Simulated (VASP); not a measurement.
# F (Im-3m) in VASP: a series of runs

F is run at these levels: PBE; tasks: single point, relaxation of cell and atoms.

Program: VASP 6.6.1. These are calculated values, not measurements. Logs are shortened: lines on timing, memory, paths and dates and some standing lists are left out, and cuts for length are marked.

## (1) The cell of the first run

Symmetry: Im-3m, No. 229, cubic system. Conventional cell: a = 2.407 Å, b = 2.407 Å, c = 2.407 Å, α = 90.00°, β = 90.00°, γ = 90.00°. F (site symmetry m-3m) has 14 F at 2.08 to 2.41 Å within 2.8 Å.

## (2) Single point, PBE

Input file INCAR:

```
SYSTEM = F
  PREC = Accurate
  ENCUT = 520
  EDIFF = 1E-7
  ISMEAR = -1
  SIGMA = 0.08
  LREAL = .False.
  LASPH = .True.
  NELM = 80
  ALGO = Normal
  ISIF = 2
  LWAVE = .False.
  LCHARG = .False.
  GGA = PE
  NBANDS = 10
```

Input file KPOINTS:

```
Automatic mesh
0
Gamma
  21 21 21
  0 0 0
```

Input file POSCAR:

```
F
1.0
   -1.2034947383      1.2034947383      1.2034947383
    1.2034947383     -1.2034947383      1.2034947383
    1.2034947383      1.2034947383     -1.2034947383
F
1
Direct
    0.0000000000      0.0000000000      0.0000000000
```

Potentials or basis: VASP PAW PBE potentials, release 64 (F).

Command:

```console
> cat potpaw_PBE.64/F/POTCAR > POTCAR
> mpirun -np 1 vasp_std > vasp.out
```

OUTCAR:

```text
SYSTEM = F
   PREC = Accurate
   ENCUT = 520
   EDIFF = 1E-7
   ISMEAR = -1
   LREAL = .False.
   LASPH = .True.
   NELM = 80
   ISIF = 2
   GGA = PE

 ion  position               nearest neighbor table
   1  0.000  0.000  0.000-

  LATTYP: Found a body centered cubic cell.
 ALAT       =     2.4069894766

  Lattice vectors:

 A1 = (  -1.2034947383,   1.2034947383,   1.2034947383)
 A2 = (   1.2034947383,  -1.2034947383,   1.2034947383)
 A3 = (   1.2034947383,   1.2034947383,  -1.2034947383)

Analysis of symmetry for initial positions (statically):
=====================================================================
 Subroutine PRICEL returns:
 Original cell was already a primitive cell.

 Routine SETGRP: Setting up the symmetry group for a
 body centered cubic supercell.

 Subroutine GETGRP returns: Found 48 space group operations
 (whereof 48 operations were pure point group operations)
 out of a pool of 48 trial point group operations.

The static configuration has the point symmetry O_h .

Analysis of symmetry for dynamics (positions and initial velocities):
=====================================================================
 Subroutine PRICEL returns:
 Original cell was already a primitive cell.

 Routine SETGRP: Setting up the symmetry group for a
 body centered cubic supercell.

 Subroutine GETGRP returns: Found 48 space group operations
 (whereof 48 operations were pure point group operations)
 out of a pool of 48 trial point group operations.

The dynamic configuration has the point symmetry O_h .

 Subroutine INISYM returns: Found 48 space group operations
 (whereof 48 operations are pure point group operations),
 and found     1 'primitive' translations

----------------------------------------------------------------------------------------

                                     Primitive cell

  volume of cell :       6.9726

  direct lattice vectors                    reciprocal lattice vectors
    -1.203494738  1.203494738  1.203494738     0.000000000  0.415456740  0.415456740
     1.203494738 -1.203494738  1.203494738     0.415456740  0.000000000  0.415456740
     1.203494738  1.203494738 -1.203494738     0.415456740  0.415456740  0.000000000

  length of vectors
     2.084514033  2.084514033  2.084514033     0.587544556  0.587544556  0.587544556

  position of ions in fractional coordinates (direct lattice)
     0.000000000  0.000000000  0.000000000

  ion indices of the primitive-cell ions
   primitive index   ion index
                 1           1

----------------------------------------------------------------------------------------

 KPOINTS: Automatic mesh

Automatic generation of k-mesh.
 Grid dimensions read from file:
 generate k-points for:   21   21   21

 Generating k-lattice:

  Cartesian coordinates                     Fractional coordinates (reciprocal lattice)
     0.000000000  0.019783654  0.019783654     0.047619048  0.000000000  0.000000000
     0.019783654  0.000000000  0.019783654     0.000000000  0.047619048  0.000000000
     0.019783654  0.019783654  0.000000000     0.000000000  0.000000000  0.047619048

  Length of vectors
     0.027978312  0.027978312  0.027978312

  Shift w.r.t. Gamma in fractional coordinates (k-lattice)
     0.000000000  0.000000000  0.000000000

 Subroutine IBZKPT returns following result:
 ===========================================

 Found    286 irreducible k-points:

 Following reciprocal coordinates:
            Coordinates               Weight
  0.000000  0.000000  0.000000      1.000000
  0.047619  0.000000  0.000000     12.000000
  0.095238  0.000000  0.000000     12.000000
  0.142857  0.000000  0.000000     12.000000
  0.190476  0.000000  0.000000     12.000000
  0.238095  0.000000  0.000000     12.000000
[... 16 lines left out ...]
  0.142857  0.095238  0.000000     48.000000
  0.190476  0.095238  0.000000     48.000000
 [... further k-points ...]
   k-points           NKPTS =    286   k-points in BZ     NKDIM =    286   number of bands    NBANDS=     10
   number of dos      NEDOS =    301   number of ions     NIONS =      1
   total plane-waves  NPLWV =   4096
   dimension x,y,z NGX =    16 NGY =   16 NGZ =   16
   dimension x,y,z NGXF=    32 NGYF=   32 NGZF=   32
   ions per type =               1
   NGX,Y,Z   is equivalent  to a cutoff of  12.76, 12.76, 12.76 a.u.
   NGXF,Y,Z  is equivalent  to a cutoff of  25.52, 25.52, 25.52 a.u.
 SYSTEM =  F
   PREC   = accura    normal or accurate (medium, high low for compatibility)
   ISTART =      0    job   : 0-new  1-cont  2-samecut
   ICHARG =      2    charge: 1-file 2-atom 10-const
   ISPIN  =      1    spin polarized calculation?
   LNONCOLLINEAR =      F non collinear calculations
   LSORBIT =      F    spin-orbit coupling
   LASPH  =      T    aspherical Exc in radial PAW
   ENCUT  =  520.0 eV  38.22 Ry    6.18 a.u.   3.88  3.88  3.88*2*pi/ulx,y,z
   NELM   =     80;   NELMIN=  2; NELMDL= -5     # of ELM steps
   EDIFF  = 0.1E-06   stopping-criterion for ELM
   LREAL  =      F    real-space projection
   EDIFFG = 0.1E-05   stopping-criterion for IOM
   NSW    =      0    number of steps for IOM
   IBRION =     -1    ionic relax: 0-MD 1-quasi-New 2-CG
   NFREE  =      0    steps in history (QN), initial steepest desc. (CG)
   ISIF   =      2    stress and relaxation
   ISYM   =      2    0-nonsym 1-usesym 2-fastsym
   POTIM  = 0.5000    time-step for ionic-motion
   TEBEG  =    0.0;   TEEND  =   0.0 temperature during run
   PSTRESS=    0.0 pullay stress
   NELECT =       7.0000    total number of electrons
   NUPDOWN=      -1.0000    fix difference up-down
   EMIN   =  10.00;   EMAX   =-10.00  energy-range for DOS
   EFERMI =   0.00;   METHOD = LEGACY
   ISMEAR =    -1;   SIGMA  =   0.08  broadening in eV -4-tet -1-fermi 0-gaus
   EFERMI_NEDOS =   21; number of points for ismear=-14 and -15
   IALGO  =     38    algorithm
   IMIX   =      4    mixing-type and parameters
     AMIX     =   0.40;   BMIX     =  1.00
     AMIX_MAG =   1.60;   BMIX_MAG =  1.00
  volume/ion in A,a.u.               =       6.97        47.05
  Fermi-wavevector in a.u.,A,eV,Ry     =   1.639243  3.097720 36.560451  2.687117
  Thomas-Fermi vector in A             =   2.730081
   LORBIT       =      0    0 simple, 1 ext, 2 COOP (PROOUT), +10 PAW based schemes
   GGA     = PE    functional components
   LHFCALC =     F    Hartree Fock is set to
   AEXX    =    0.0000 exact exchange contribution
   IVDW    =     0    specifies the selected vdW correction
   LEPSILON=     F    determine dielectric tensor
   LRPA    =     F    only Hartree local field effects (RPA)
 non-spin polarized calculation
  energy-cutoff  :      520.00
  volume of cell :        6.97
 maximum number of plane-waves:       201
   NGX =  7   NGY =  7   NGZ =  7

 number of electron       7.0000004 magnetization

 Free energy of the ion-electron system (eV)
  ---------------------------------------------------
  ext. energy  EPLUGINS =         0.00000000
  ---------------------------------------------------
  free energy    TOTEN  =        -0.48636772 eV

  energy without entropy =       -0.44935403  energy(sigma->0) =       -0.46786087

 E-fermi :   0.7655     XC(G=0): -12.4916

 val. band max:        0.7639131255   @ k =  -0.1905   0.1905   0.0952
 cond. band min:       0.7696218728   @ k =  -0.3333  -0.3810   0.0476
 fundamental gap:      0.0057087474
 Fermi energy:         0.7655002320

 k-point     1 :       0.0000    0.0000    0.0000
  band No.  band energies     occupation
      1     -24.0976      2.00000
      2       1.5644      0.00009
      3       1.5644      0.00009
      4       1.5644      0.00009
      5      18.6949      0.00000
      6      42.2138      0.00000
      7      42.2138      0.00000
      8      42.2138      0.00000
      9      46.1962      0.00000
     10      46.1962      0.00000

 k-point     2 :       0.0476    0.0000    0.0000
  band No.  band energies     occupation
      1     -24.0334      2.00000
      2       1.3858      0.00086
      3       1.5210      0.00016
      4       1.5587      0.00010
      5      18.8564      0.00000
      6      41.3851      0.00000
      7      41.5135      0.00000
      8      42.4141      0.00000
      9      44.9113      0.00000
     10      45.5104      0.00000

 k-point     3 :       0.0952    0.0000    0.0000
  band No.  band energies     occupation
      1     -23.8459      2.00000
      2       0.8750      0.40552
      3       1.3952      0.00076
      4       1.5414      0.00012
      5      19.3081      0.00000
      6      39.0152      0.00000
      7      40.0504      0.00000
      8      43.0004      0.00000
      9      44.4517      0.00000
     10      44.5998      0.00000

 k-point     4 :       0.1429    0.0000    0.0000
  band No.  band energies     occupation
      1     -23.5410      2.00000
      2       0.0965      1.99953
      3       1.2017      0.00853
      4       1.5140      0.00017
      5      19.9787      0.00000
      6      36.3542      0.00000
      7      38.4675      0.00000
      8      43.5582      0.00000
      9      43.9463      0.00000
     10      45.0335      0.00000

 k-point     5 :       0.1905    0.0000    0.0000
  band No.  band energies     occupation
      1     -23.1321      2.00000
      2      -0.8692      2.00000
      3       0.9614      0.15897
      4       1.4785      0.00027
      5      20.7732      0.00000
      6      33.9295      0.00000
      7      36.9832      0.00000
      8      42.9100      0.00000
      9      45.2069      0.00000
     10      45.7802      0.00000

 k-point     6 :       0.2381    0.0000    0.0000
  band No.  band energies     occupation
      1     -22.6393      2.00000
      2      -1.9397      2.00000
      3       0.6983      1.39668
      4       1.4377      0.00045
      5      21.5872      0.00000
      6      31.8788      0.00000
      7      35.6703      0.00000
      8      42.5141      0.00000
      9      46.7047      0.00000
     10      46.7193      0.00000
[... 183 lines left out ...]
 k-point    21 :       0.4762    0.0476    0.0000
  band No.  band energies     occupation
      1     -20.3306      2.00000
      2      -6.0115      2.00000
      3      -0.2918      2.00000
      4       1.2111      0.00760
      5      23.1746      0.00000
      6      28.2542      0.00000
      7      32.1224      0.00000
      8      42.9906      0.00000
      9      50.4246      0.00000
     10      53.8620      0.00000

 k-point    22 :       0.0952    0.0952    0.0000
  band No.  band energies     occupation
      1     -23.3629      2.00000
      2      -0.2936      2.00000
      3       1.1621      0.01396
      4       1.3813      0.00091
      5      20.3533      0.00000
      6      35.5942      0.00000
      7      37.0241      0.00000
      8      43.1060      0.00000
      9      44.4477      0.00000
     10      46.7329      0.00000

 k-point    23 :       0.1429    0.0952    0.0000
  band No.  band energies     occupation
      1     -22.9626      2.00000
      2      -1.1523      2.00000
      3       0.9001      0.31344
      4       1.3108      0.00219
      5      21.1180      0.00000
      6      33.5251      0.00000
      7      35.6515      0.00000
      8      42.9683      0.00000
      9      45.6032      0.00000
     10      47.4597      0.00000

 k-point    24 :       0.1905    0.0952    0.0000
  band No.  band energies     occupation
      1     -22.4808      2.00000
      2      -2.1081      2.00000
      3       0.5837      1.81313
      4       1.2514      0.00459
      5      21.9225      0.00000
      6      31.6349      0.00000
      7      34.5277      0.00000
      8      42.8859      0.00000
      9      46.9737      0.00000
     10      48.2469      0.00000

 [... further k-points ...]

------------------------ aborting loop because EDIFF is reached ----------------------------------------

  FORCE on cell =-STRESS in cart. coord.  units (eV):
  Direction    XX          YY          ZZ          XY          YZ          ZX
  --------------------------------------------------------------------------------------
  -------------------------------------------------------------------------------------
  Total        2.2594167      2.2594167      2.2594167      0.0000000      0.0000000     -0.0000000
  in kB      519.1756785    519.1756785    519.1756785      0.0000000      0.0000000     -0.0000000
  external PRESSURE =     519.1756785 kB  Pullay stress =       0.0000000 kB

 VOLUME and BASIS-vectors are now :
 -----------------------------------------------------------------------------
  energy-cutoff  :      520.00
  volume of cell :        6.97
      direct lattice vectors                 reciprocal lattice vectors
    -1.203494738  1.203494738  1.203494738     0.000000000  0.415456740  0.415456740
     1.203494738 -1.203494738  1.203494738     0.415456740  0.000000000  0.415456740
     1.203494738  1.203494738 -1.203494738     0.415456740  0.415456740  0.000000000

 POSITION                                       TOTAL-FORCE (eV/Angst)
 -----------------------------------------------------------------------------------
      0.00000      0.00000      0.00000         0.000000     -0.000000      0.000000
 -----------------------------------------------------------------------------------
    total drift:                                0.000000      0.000000     -0.000000

  FREE ENERGIE OF THE ION-ELECTRON SYSTEM (eV)
  ---------------------------------------------------
  free  energy   TOTEN  =        -0.4863677228 eV

  energy  without entropy=       -0.4493540264  energy(sigma->0) =       -0.46786087
```

It took 9.3 s on 1 thread of Intel Xeon 8259CL, shared host; peak memory 0.12 GiB.

What came out:

```yaml
Free_energy: -0.4864 eV
Pressure: 51.9 GPa
Band_gap_on_the_k_mesh: zero (an odd number of electrons rules out a gap without spin polarisation)
```

Levels at points of the mesh, in eV from the Fermi level:
| k point | band 2 | band 3 | band 4 | band 5 | band 6 | band 7 |
| --- | --- | --- | --- | --- | --- | --- |
| (0.00, 0.00, 0.00) | 0.80 | 0.80 | 0.80 | 17.93 | 41.45 | 41.45 |

Caveat: the cell stands under pressure; an odd number of electrons without spin polarisation forces a metal; a magnetic or distorted state may lie lower.

[end of part 1 of 2]
